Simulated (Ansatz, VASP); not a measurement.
KF in VASP and in Ansatz

File INCAR:

```
SYSTEM = KF
PREC = Accurate
ENCUT = 520
EDIFF = 1E-7
ISMEAR = 0
SIGMA = 0.05
LREAL = .FALSE.
LASPH = .TRUE.
NELM = 80
ALGO = Normal
ISIF = 2
LWAVE = .FALSE.
LCHARG = .FALSE.
NBANDS = 15
```

The input KPOINTS:

```
Automatic mesh
0
G
  8 8 8
  0 0 0
```

File POSCAR:

```
KF
1.0
    0.0826015185      2.5958323043      2.5958323043
    2.5958323043      0.0826015185      2.5958323043
    2.5958323043      2.5958323043      0.0826015185
K F
1 1
Direct
    0.0000000000      0.0000000000      0.0000000000
    0.5000000000      0.5000000000      0.5000000000
```

Input for Ansatz:

```yaml
crystal:
  lattice:
    - [0.0826015185, 2.5958323043, 2.5958323043]
    - [2.5958323043, 0.0826015185, 2.5958323043]
    - [2.5958323043, 2.5958323043, 0.0826015185]
  atoms:
    - { symbol: K, position: [0.0, 0.0, 0.0] }
    - { symbol: F, position: [0.5, 0.5, 0.5] }
basis:
  ecutwfc: 520.0
kpoints:
  mp_grid: { grid: [8, 8, 8] }
hamiltonian:
  xc: lda
scf:
  occupations: { method: gaussian, width: 0.05 }
output:
  forces: true
  stress: true
  eigenvalues: true
```

Alike in both runs: task single point; functional LDA; k mesh 8 × 8 × 8; occupations gaussian, width 0.05 eV; no spin polarisation.

```csv
,VASP,Ansatz
version,VASP 6.6.1,Ansatz 0.2.0
potentials or method,"VASP PAW LDA potentials, release 64 (K_sv, F), cutoff 520 eV","scalar-relativistic, plane waves, PAW"
valence electrons in the cell,16,16
```

```csv
,VASP,Ansatz,Ansatz less VASP
gap on the k mesh at the Fermi level (eV),6.51,6.53,+0.020
least direct gap on the mesh (eV),6.51,6.53,+0.020
pressure (GPa),1.7,1.4,-0.30
"traceless stress, the component that is largest in VASP (GPa)",-0.45,-0.46,-0.012
```

LDA's correlation is that of Perdew and Zunger in VASP and of Perdew and Wang (1992) in Ansatz.
